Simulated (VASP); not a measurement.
Runs of VASP 6.6.1 on FeNi. The structure is that of space group P4/mmm (No. 123), or close to it. The cells are those of the table. 

| cell | gap on the mesh (eV) | pressure (GPa) | moment (μB) |
| --- | --- | --- | --- |
| a = 2.443, b = 2.443, c = 3.566 Å, 2 atoms | none | 2.1 | 3.10 |
| a = 2.456, b = 2.456, c = 3.604 Å, 2 atoms | none | (a) | 3.14 |
| a = 2.451, b = 2.451, c = 3.604 Å, 2 atoms | none | -1.4 | 3.13 |
| a = 2.468, b = 2.468, c = 3.533 Å, 2 atoms | none | 0.1 | (c) |
| a = 2.493, b = 2.493, c = 3.500 Å, 2 atoms | none | (b) | 3.21 |

Alike in all rows: task single point; level PBEsol; potentials or basis VASP PAW PBE potentials, release 64 (Fe, Ni); spin collinear, ferromagnetic start; k mesh 16 × 16 × 12; cutoff (eV) 520; smearing gaussian 0.1 eV.

Fill in the values left out.

(a) -2.3; (b) -1.7; (c) 3.16.

Caveats: the PAW data sets were made with another functional, which shifts forces and pressure a little.

A gap of «none» marks levels without a gap at the run's occupations.
